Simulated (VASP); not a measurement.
Input of a VASP 6.6.1 run:

Contents of INCAR:

```
  PREC = Accurate
  ENCUT = 520
  EDIFF = 1E-6
  ISMEAR = 0
  SIGMA = 0.05
  LREAL = False
  LASPH = True
  NELM = 80
  ALGO = Normal
  ISIF = 2
  LWAVE = False
  LCHARG = False
  GGA = PS
  NBANDS = 28
```

File KPOINTS:

```
Automatic mesh
0
Gamma
  8 8 6
```

Contents of POSCAR:

```
PbO
1.0
    3.8551680000      0.0000000000      0.0000000000
    0.0000000000      3.8551680000      0.0000000000
    0.0000000000      0.0000000000      5.0973300000
Pb O
2 2
Direct
    0.0000000000      0.5000000000      0.2351000000
    0.5000000000      0.0000000000      0.7649000000
    0.0000000000      0.0000000000      0.0000000000
    0.5000000000      0.5000000000      0.0000000000
```

Potentials or basis: VASP PAW PBE potentials, release 64 (Pb_d, O).

Command:

```console
$ cat potpaw_PBE.64/Pb_d/POTCAR potpaw_PBE.64/O/POTCAR > POTCAR
$ mpirun -np 1 vasp_std > vasp.out
```

(1) Predict the largest force.

(2) Estimate the band gap on the k mesh.

(3) Estimate the pressure.

Results:

(1) 0.662 eV/Å.

(2) 0.98 eV, indirect (least direct gap 2.29 eV).

(3) 6.0 GPa.

Caveat: the cell differs from its parent crystal (strain -0.030 along x and y, +0.015 along z); the PAW data sets were made with another functional, which shifts forces and pressure a little; spin-orbit coupling is left out, which moves the levels of the heavy elements.
